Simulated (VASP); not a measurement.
Runs of VASP 6.6.1 on NaI. The structure is that of space group I4/mmm (No. 139), or close to it. The cells are those of the table. 

| cell | gap on the mesh (eV) | pressure (GPa) |
| --- | --- | --- |
| a = 4.509, b = 4.509, c = 4.577 Å, angles 59.5, 59.5, 61.0°, 2 atoms | 3.71 | 1.0 |
| a = 4.612, b = 4.612, c = 4.714 Å, angles 59.3, 59.3, 61.5°, 2 atoms | 3.51 | -0.2 |
| a = 4.579, b = 4.579, c = 4.714 Å, angles 59.0, 59.0, 62.0°, 2 atoms | 3.55 | (a) |
| a = 4.544, b = 4.544, c = 4.646 Å, angles 59.3, 59.3, 61.5°, 2 atoms | (b) | 0.5 |

Alike in all rows: task single point; level PBE; potentials or basis VASP PAW PBE potentials, release 64 (Na_pv, I); no spin polarisation; k mesh 6 × 6 × 6; cutoff (eV) 520; smearing gaussian 0.05 eV.

Question: Fill in the values left out.

Answer: (a) 0.1; (b) 3.63.

Caveats: spin-orbit coupling is left out, which moves the levels of the heavy elements.

A k mesh can miss the band edges, and the runs leave out spin-orbit coupling on I.
